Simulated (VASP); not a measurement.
Here is a VASP 6.6.1 calculation.

The input INCAR:

```
SYSTEM = Ta2N
PREC = Accurate
ENCUT = 520
EDIFF = 1E-6
ISMEAR = 0
SIGMA = 0.15
LREAL = .False.
LASPH = .True.
NELM = 60
ALGO = Normal
ISIF = 2
LWAVE = .False.
LCHARG = .True.
GGA = PS
LELF = .True.
LVHAR = .True.
NBANDS = 36
```

Contents of KPOINTS:

```
regular mesh
0
Gamma
  17 17 5
  0 0 0
```

Contents of POSCAR:

```
Ta2N
1.0
   -3.0786153856      0.0000000000      0.0000000000
   -1.5393076928     -2.6661591324      0.0000000000
    0.0000000000      0.0000000000      9.8965143614
Ta N
4 2
Direct
    0.6666666667      0.6666666667      0.1200173431
    0.6666666667      0.6666666667      0.6073866334
    0.3333333333      0.3333333333      0.8547212375
    0.3333333333      0.3333333333      0.3673519472
    0.0000000000      0.0000000000      0.2436846451
    0.0000000000      0.0000000000      0.7310539354
```

Potentials or basis: VASP PAW PBE potentials, release 64 (Ta_pv, N).

The run is started by

```console
$ cat potpaw_PBE.64/Ta_pv/POTCAR potpaw_PBE.64/N/POTCAR > POTCAR
$ mpirun -np 1 vasp_std > vasp.out
```

What does it give for the largest force?

1.352 eV/Å.

Estimate the pressure.

-4.1 GPa.

Predict the band gap on the k mesh.

zero (band 27 reaches 7.96 eV, above the bottom of band 28 at 6.72 eV).

Stress tensor (GPa, compression positive):
```
-1.96  0.00  0.00
 0.00 -1.96  0.00
 0.00  0.00 -8.51
```

Caveat: the PAW data sets were made with another functional, which shifts forces and pressure a little; spin-orbit coupling is left out, which moves the levels of the heavy elements.
